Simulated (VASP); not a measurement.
Wanted: the native input for a VASP 6.6.1 run.

| Item | Value |
| --- | --- |
| Task | electric field gradients |
| Functional | PBE |
| Potentials or basis | VASP PAW PBE potentials, release 64 (Sn_d) |
| Cutoff | 520 eV |
| k mesh | 15 × 15 × 15 |
| Occupations | fermi-dirac, width 0.05 eV |
| Spin | no spin polarisation |
| Dipole correction | no |
| Further INCAR settings | ALGO = Normal; EDIFF = 1e-08; NBANDS = 21 |

The structure of Sn lies in POSCAR:

```
Sn
1.0
   -2.9158500000      2.9158500000      1.5906500000
    2.9158500000     -2.9158500000      1.5906500000
    2.9158500000      2.9158500000     -1.5906500000
Sn
2
Direct
    0.0000000000      0.0000000000      0.0000000000
    0.7500000000      0.2500000000      0.5000000000
```

One way to write it, as run:

INCAR

```
SYSTEM = Sn
ALGO = Normal
EDIFF = 1E-8
ENCUT = 520
GGA = PE
ISIF = 2
ISMEAR = -1
LASPH = .TRUE.
LCHARG = .FALSE.
LEFG = .TRUE.
LREAL = .FALSE.
LWAVE = .FALSE.
NBANDS = 21
NELM = 60
PREC = Accurate
SIGMA = 0.05
```

KPOINTS

```
k-points
0
G
  15 15 15
  0 0 0
```

Potentials or basis: VASP PAW PBE potentials, release 64 (Sn_d).

Run with:

```sh
$ cat potpaw_PBE.64/Sn_d/POTCAR > POTCAR
$ mpirun -np 1 vasp_std > vasp.out
```

Results of the run:

```json
{
 "Pressure": "2.6 GPa",
 "Band gap on the k mesh": "zero (bands 14 and 15 overlap by 4.32 eV)",
 "Largest electric field gradient by atom": "Sn +44.3 V/Å²"
}
```

Caveat: without QUAD_EFG the Cq values of the log hold for a quadrupole moment of 1 mb, not for the nuclei; spin-orbit coupling is left out, which moves the levels of the heavy elements.

It took 4.5 min on 1 thread of Intel(R) Xeon(R) Platinum 8488C (Sapphire Rapids), with other jobs on the host, peak memory 0.39 GiB.
